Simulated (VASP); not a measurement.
# Zr in VASP: notebook

Runs on Zr. Level: PBE. Tasks: single point.

All numbers are computed with VASP 6.6.1; they aren't measurements. Logs are shortened: lines on timing, memory, paths and dates and some standing lists are left out, and cuts for length are marked.

## 1. The cell of the first run

The typed cell holds 1 atom: a = 3.164 Å, b = 3.217 Å, c = 3.068 Å, α = 109.46°, β = 108.56°, γ = 111.41°.

## 2. Single point, PBE (the cell strained at random)

INCAR

```
PREC = Accurate
ENCUT = 520
EDIFF = 1E-6
ISMEAR = -1
SIGMA = 0.05
LREAL = F
LASPH = T
NELM = 80
ALGO = Fast
ISIF = 2
LWAVE = F
LCHARG = F
GGA = PE
NBANDS = 12
```

KPOINTS

```
Automatic mesh
0
Gamma
  10 10 10
```

POSCAR

```
Zr
1.0
   -1.8442710000      1.8602350000      1.7745700000
    1.8791240000     -1.8714960000      1.8206840000
    1.7505400000      1.7777650000     -1.7858310000
Zr
1
Direct
    0.0223870000     -0.0039880000      0.0120070000
```

Potentials or basis: VASP PAW PBE potentials, release 64 (Zr_sv).

Launch:

```
$ cat potpaw_PBE.64/Zr_sv/POTCAR > POTCAR
$ mpirun -np 1 vasp_std > vasp.out
```

OUTCAR:

```text
PREC = Accurate
   ENCUT = 520
   EDIFF = 1E-6
   ISMEAR = -1
   LREAL = F
   LASPH = T
   NELM = 80
   ISIF = 2
   GGA = PE

 ion  position               nearest neighbor table
   1  0.022  0.996  0.012-

  LATTYP: Found a triclinic cell.
 ALAT       =     8.2890404647
 B/A-ratio  =     0.6359934130
 C/A-ratio  =     0.3734460027
 COS(alpha) =     0.0085205486
 COS(beta)  =     0.2539834209
 COS(gamma) =     0.9533093632

  Lattice vectors:

 A1 = (  -7.3530590000,   3.8254620000,  -0.0809670000)
 A2 = (  -3.7233950000,   3.7317310000,  -0.0461140000)
 A3 = (  -1.7853930000,  -1.7665040000,  -1.8094230000)

Analysis of symmetry for initial positions (statically):
=====================================================================
 Subroutine PRICEL returns:
 Original cell was already a primitive cell.

 Routine SETGRP: Setting up the symmetry group for a
 triclinic supercell.

 Subroutine GETGRP returns: Found  2 space group operations
 (whereof  1 operations were pure point group operations)
 out of a pool of  2 trial point group operations.

The static configuration has the point symmetry C_1 .
 The point group associated with its full space group is S_2 .

Analysis of symmetry for dynamics (positions and initial velocities):
=====================================================================
 Subroutine PRICEL returns:
 Original cell was already a primitive cell.

 Routine SETGRP: Setting up the symmetry group for a
 triclinic supercell.

 Subroutine GETGRP returns: Found  2 space group operations
 (whereof  1 operations were pure point group operations)
 out of a pool of  2 trial point group operations.

The dynamic configuration has the point symmetry C_1 .
 The point group associated with its full space group is S_2 .

 Subroutine INISYM returns: Found  2 space group operations
 (whereof  1 operations are pure point group operations),
 and found     1 'primitive' translations

----------------------------------------------------------------------------------------

                                     Primitive cell

  volume of cell :      23.7190

  direct lattice vectors                    reciprocal lattice vectors
    -1.844271000  1.860235000  1.774570000     0.004444852  0.275854329  0.278965402
     1.879124000 -1.871496000  1.820684000     0.273065662  0.007888227  0.275522028
     1.750540000  1.777765000 -1.785831000     0.282811746  0.282157039 -0.001857857

  length of vectors
     3.164001969  3.216907601  3.068229302     0.392348141  0.387994159  0.399497847

  position of ions in fractional coordinates (direct lattice)
     0.022387000  0.996012000  0.012007000

  ion indices of the primitive-cell ions
   primitive index   ion index
                 1           1

----------------------------------------------------------------------------------------

 KPOINTS: Automatic mesh

Automatic generation of k-mesh.
 Grid dimensions read from file:
 generate k-points for:   10   10   10

 Generating k-lattice:

  Cartesian coordinates                     Fractional coordinates (reciprocal lattice)
     0.000444485  0.027585433  0.027896540     0.100000000  0.000000000  0.000000000
     0.027306566  0.000788823  0.027552203     0.000000000  0.100000000  0.000000000
     0.028281175  0.028215704 -0.000185786     0.000000000 -0.000000000  0.100000000

  Length of vectors
     0.039234814  0.038799416  0.039949785

  Shift w.r.t. Gamma in fractional coordinates (k-lattice)
     0.000000000  0.000000000  0.000000000

 Subroutine IBZKPT returns following result:
 ===========================================

 Found    504 irreducible k-points:

 Following reciprocal coordinates:
            Coordinates               Weight
  0.000000  0.000000  0.000000      1.000000
  0.100000  0.000000  0.000000      2.000000
  0.200000  0.000000  0.000000      2.000000
  0.300000  0.000000  0.000000      2.000000
  0.400000 -0.000000  0.000000      2.000000
  0.500000  0.000000  0.000000      1.000000
[... 16 lines left out ...]
 -0.400000  0.200000 -0.000000      2.000000
 -0.300000  0.200000  0.000000      2.000000
 [... further k-points ...]
   k-points           NKPTS =    504   k-points in BZ     NKDIM =    504   number of bands    NBANDS=     12
   number of dos      NEDOS =    301   number of ions     NIONS =      1
   total plane-waves  NPLWV =  13824
   dimension x,y,z NGX =    24 NGY =   24 NGZ =   24
   dimension x,y,z NGXF=    48 NGYF=   48 NGZF=   48
   ions per type =               1
   NGX,Y,Z   is equivalent  to a cutoff of  12.61, 12.40, 13.00 a.u.
   NGXF,Y,Z  is equivalent  to a cutoff of  25.22, 24.81, 26.01 a.u.
 SYSTEM =  unknown system
   PREC   = accura    normal or accurate (medium, high low for compatibility)
   ISTART =      0    job   : 0-new  1-cont  2-samecut
   ICHARG =      2    charge: 1-file 2-atom 10-const
   ISPIN  =      1    spin polarized calculation?
   LNONCOLLINEAR =      F non collinear calculations
   LSORBIT =      F    spin-orbit coupling
   LASPH  =      T    aspherical Exc in radial PAW
   ENCUT  =  520.0 eV  38.22 Ry    6.18 a.u.   5.88  5.98  5.70*2*pi/ulx,y,z
   NELM   =     80;   NELMIN=  2; NELMDL= -5     # of ELM steps
   EDIFF  = 0.1E-05   stopping-criterion for ELM
   LREAL  =      F    real-space projection
   EDIFFG = 0.1E-04   stopping-criterion for IOM
   NSW    =      0    number of steps for IOM
   IBRION =     -1    ionic relax: 0-MD 1-quasi-New 2-CG
   NFREE  =      0    steps in history (QN), initial steepest desc. (CG)
   ISIF   =      2    stress and relaxation
   ISYM   =      2    0-nonsym 1-usesym 2-fastsym
   POTIM  = 0.5000    time-step for ionic-motion
   TEBEG  =    0.0;   TEEND  =   0.0 temperature during run
   PSTRESS=    0.0 pullay stress
   NELECT =      12.0000    total number of electrons
   NUPDOWN=      -1.0000    fix difference up-down
   EMIN   =  10.00;   EMAX   =-10.00  energy-range for DOS
   EFERMI =   0.00;   METHOD = LEGACY
   ISMEAR =    -1;   SIGMA  =   0.05  broadening in eV -4-tet -1-fermi 0-gaus
   EFERMI_NEDOS =   21; number of points for ismear=-14 and -15
   IALGO  =     68    algorithm
   IMIX   =      4    mixing-type and parameters
     AMIX     =   0.40;   BMIX     =  1.00
     AMIX_MAG =   1.60;   BMIX_MAG =  1.00
  volume/ion in A,a.u.               =      23.72       160.06
  Fermi-wavevector in a.u.,A,eV,Ry     =   1.304478  2.465106 23.152522  1.701662
  Thomas-Fermi vector in A             =   2.435411
   LORBIT       =      0    0 simple, 1 ext, 2 COOP (PROOUT), +10 PAW based schemes
   GGA     = PE    functional components
   LHFCALC =     F    Hartree Fock is set to
   AEXX    =    0.0000 exact exchange contribution
   IVDW    =     0    specifies the selected vdW correction
   LEPSILON=     F    determine dielectric tensor
   LRPA    =     F    only Hartree local field effects (RPA)
 non-spin polarized calculation
 RMM-DIIS sequential band-by-band and
  energy-cutoff  :      520.00
  volume of cell :       23.72
 maximum number of plane-waves:       653
   NGX = 11   NGY = 11   NGZ = 11

 number of electron      12.0000000 magnetization

 Free energy of the ion-electron system (eV)
  ---------------------------------------------------
  ext. energy  EPLUGINS =         0.00000000
  ---------------------------------------------------
  free energy    TOTEN  =        -8.43103783 eV

  energy without entropy =       -8.41541458  energy(sigma->0) =       -8.42322621

 E-fermi :   8.5269     XC(G=0): -10.9901

 val. band max:        8.5265585860   @ k =  -0.4000   0.5000   0.1000
 cond. band min:       8.5270471784   @ k =  -0.3000   0.1000  -0.0000
 fundamental gap:      0.0004885924
 Fermi energy:         8.5269312488

 k-point     1 :       0.0000    0.0000    0.0000
  band No.  band energies     occupation
      1     -40.0222      2.00000
      2     -17.6095      2.00000
      3     -17.5547      2.00000
      4     -17.5080      2.00000
      5       3.1749      2.00000
      6       9.3075      0.00000
      7       9.4861      0.00000
      8      10.0093      0.00000
      9      12.0461      0.00000
     10      12.1349      0.00000
     11      20.4262      0.00000
     12      20.8997      0.00000

 k-point     2 :       0.1000    0.0000    0.0000
  band No.  band energies     occupation
      1     -40.0087      2.00000
      2     -17.6536      2.00000
      3     -17.6184      2.00000
      4     -17.5237      2.00000
      5       3.5065      2.00000
      6       9.2075      0.00000
      7       9.6488      0.00000
      8       9.9617      0.00000
      9      11.7916      0.00000
     10      12.0838      0.00000
     11      20.9612      0.00000
     12      21.3576      0.00000

 k-point     3 :       0.2000    0.0000    0.0000
  band No.  band energies     occupation
      1     -39.9731      2.00000
      2     -17.8868      2.00000
      3     -17.6847      2.00000
      4     -17.5403      2.00000
      5       4.3827      2.00000
      6       8.8449      0.00346
      7       9.2157      0.00000
      8      10.7844      0.00000
      9      11.5680      0.00000
     10      12.1300      0.00000
     11      21.2388      0.00000
     12      22.8168      0.00000
[... 286 lines left out ...]
 k-point    23 :      -0.4000    0.2000   -0.0000
  band No.  band energies     occupation
      1     -39.9191      2.00000
      2     -18.2023      2.00000
      3     -17.8194      2.00000
      4     -17.5786      2.00000
      5       5.9929      2.00000
      6       8.0694      1.99979
      7       8.4470      1.66349
      8      11.6552      0.00000
      9      12.6966      0.00000
     10      13.3150      0.00000
     11      19.7166      0.00000
     12      21.3801      0.00000

 k-point    24 :      -0.3000    0.2000    0.0000
  band No.  band energies     occupation
      1     -39.9551      2.00000
      2     -18.0543      2.00000
      3     -17.6959      2.00000
      4     -17.5429      2.00000
      5       5.0280      2.00000
      6       8.5175      1.09384
      7       8.5890      0.44820
      8      11.6250      0.00000
      9      11.9316      0.00000
     10      12.5021      0.00000
     11      21.0647      0.00000
     12      21.6031      0.00000

 [... further k-points ...]
[... 5 lines left out ...]
  --------------------------------------------------------------------------------------
  -------------------------------------------------------------------------------------
  Total       -0.4821902     -0.4835494     -0.5066756      0.2077099      0.0523487     -0.0867884
  in kB      -32.5711649    -32.6629796    -34.2251132     14.0304649      3.5360714     -5.8624167
  external PRESSURE =     -33.1530859 kB  Pullay stress =       0.0000000 kB

 VOLUME and BASIS-vectors are now :
 -----------------------------------------------------------------------------
  energy-cutoff  :      520.00
  volume of cell :       23.72
      direct lattice vectors                 reciprocal lattice vectors
    -1.844271000  1.860235000  1.774570000     0.004444852  0.275854329  0.278965402
     1.879124000 -1.871496000  1.820684000     0.273065662  0.007888227  0.275522028
     1.750540000  1.777765000 -1.785831000     0.282811746  0.282157039 -0.001857857

 POSITION                                       TOTAL-FORCE (eV/Angst)
 -----------------------------------------------------------------------------------
      1.85136     -1.80104      1.83171        -0.000000      0.000000     -0.000000
 -----------------------------------------------------------------------------------
    total drift:                                0.000000     -0.000000      0.000001

  FREE ENERGIE OF THE ION-ELECTRON SYSTEM (eV)
  ---------------------------------------------------
  free  energy   TOTEN  =        -8.4310378288 eV

  energy  without entropy=       -8.4154145829  energy(sigma->0) =       -8.42322621
```

Run time: 70 s. Hardware: 1 thread of Intel Xeon 6975P-C (Granite Rapids), shared host; peak memory 0.24 GiB.

Results:

```yaml
Free_energy: -8.4310 eV
Pressure: -3.3 GPa
Band_gap_on_the_k_mesh: zero (band 6 reaches 9.47 eV, above the bottom of band 7 at 7.90 eV)
```

Caveat: the cell differs from its parent crystal (the cell strained at random).

## 3. Single point, PBE

This run uses another cell than the first one, of 22.30 Å³/atom, 0.940 times its volume.

INCAR

```
SYSTEM = Zr
  PREC = Accurate
  ENCUT = 520
  EDIFF = 1E-6
  ISMEAR = -1
  SIGMA = 0.05
  LREAL = .False.
  LASPH = .True.
  NELM = 80
  ALGO = Normal
  ISIF = 2
  LWAVE = .False.
  LCHARG = .False.
  GGA = PE
  NBANDS = 12
```

KPOINTS

```
regular mesh
0
Gamma
  10 10 10
  0 0 0
```

POSCAR

```
Zr
1.0
   -1.7730508568      1.7730508568      1.7730508568
    1.7730508568     -1.7730508568      1.7730508568
    1.7730508568      1.7730508568     -1.7730508568
Zr
1
Direct
    0.0000000000      0.0000000000      0.0000000000
```

Potentials or basis: VASP PAW PBE potentials, release 64 (Zr_sv).

Launch:

```
$ cat potpaw_PBE.64/Zr_sv/POTCAR > POTCAR
$ mpirun -np 1 vasp_std > vasp.out
```

Wall time 13 s (1 thread of AMD EPYC 7R43 (Zen 3), shared host); peak memory 0.11 GiB.

It converged, with:

| Quantity | Value |
| --- | --- |
| Free energy | -8.4447 eV |
| Pressure | 1.7 GPa |
| Band gap on the k mesh | zero (band 6 reaches 10.35 eV, above the bottom of band 7 at 8.59 eV) |

Levels at points of the mesh, in eV from the Fermi level:
```csv
k point,band 2,band 3,band 4,band 5,band 6,band 7,band 8,band 9,band 10,band 11
"(0.00, 0.00, 0.00)",-25.88,-25.88,-25.88,-5.47,1.11,1.11,1.11,3.70,3.70,12.49
"(0.50, 0.00, 0.00)",-26.99,-26.23,-25.89,-2.94,-0.77,1.74,3.71,4.42,6.60,10.12
"(0.50, 0.50, 0.50)",-26.64,-26.64,-26.64,-2.75,-2.75,5.89,5.89,5.89,7.70,7.70
```

(Part 1 of 2 ends here.)
